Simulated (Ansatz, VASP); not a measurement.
**Au: VASP beside Ansatz**

POSCAR

```
Au
1.0
    3.0042118584      0.0000000000      0.0000000000
   -1.5021059292      2.6017237878      0.0000000000
    0.0000000000      0.0000000000     10.0604346174
Au
4
Direct
    1.0000000000      1.0000000000      0.0000000000
    1.0000000000      1.0000000000      0.5000000000
    0.3333333333      0.6666666667      0.2500000000
    0.6666666667      0.3333333333      0.7500000000
```

The input INCAR.step1:

```
PREC = Accurate
ENCUT = 520
ISMEAR = -1
SIGMA = 0.1
LREAL = False
LASPH = True
NELM = 80
NBANDS = 30
GGA = PE
ALGO = Normal
EDIFF = 1E-4
LWAVE = True
LCHARG = False
```

The input INCAR.step2:

```
PREC = Accurate
ENCUT = 520
EDIFF = 1E-6
ISMEAR = -1
SIGMA = 0.1
LREAL = False
LASPH = True
NELM = 80
ALGO = Normal
ISIF = 2
LWAVE = False
LCHARG = False
METAGGA = R2SCAN
LMIXTAU = True
NBANDS = 30
ISTART = 1
```

File KPOINTS:

```
Automatic mesh
0
Gamma
  14 14 4
```

Input for Ansatz:

```yaml
crystal:
  lattice:
    - [3.0042118584, 0.0, 0.0]
    - [-1.5021059292, 2.6017237878, 0.0]
    - [0.0, 0.0, 10.0604346174]
  atoms:
    - { symbol: Au, position: [1.0, 1.0, 0.0] }
    - { symbol: Au, position: [1.0, 1.0, 0.5] }
    - { symbol: Au, position: [0.3333333333, 0.6666666667, 0.25] }
    - { symbol: Au, position: [0.6666666667, 0.3333333333, 0.75] }
hamiltonian:
  xc: r2scan
  pseudopotentials:
    kind: paw
    azcp:
      Au: "pseudopotentials/Au.paw.azcp"
basis:
  ecutwfc: 500
  fft_grid_basis: typed
kpoints:
  mp_grid: { grid: [14, 14, 4], shift: [0, 0, 0] }
magnetization:
  spin_polarized: false
scf:
  occupations: { method: fermi_dirac, width: 0.1 }
  lower_state_search: "off"
output:
  stress: true
```

Alike in both runs: task single point; functional r2SCAN; k mesh 14 × 14 × 4; occupations fermi-dirac, width 0.1 eV; no spin polarisation.

```csv
,VASP,Ansatz
version,VASP 6.6.1,Ansatz 0.2.0
potentials or method,"VASP PAW PBE potentials, release 64 (Au), cutoff 520 eV","plane waves (500 eV) with PAW, scalar-relativistic"
valence electrons in the cell,44,76
```

Ansatz gave:

| Property | Result |
| --- | --- |
| pressure (GPa) | -12.2 |

Which values does VASP return?

Pressure (GPa): -12.1.

VASP's potentials were made for PBE, not for r2SCAN. VASP's potentials hold 44 valence electrons a cell and Ansatz's 76, so a difference there can come from the potentials and not from the codes.

Spin-orbit coupling is off throughout.
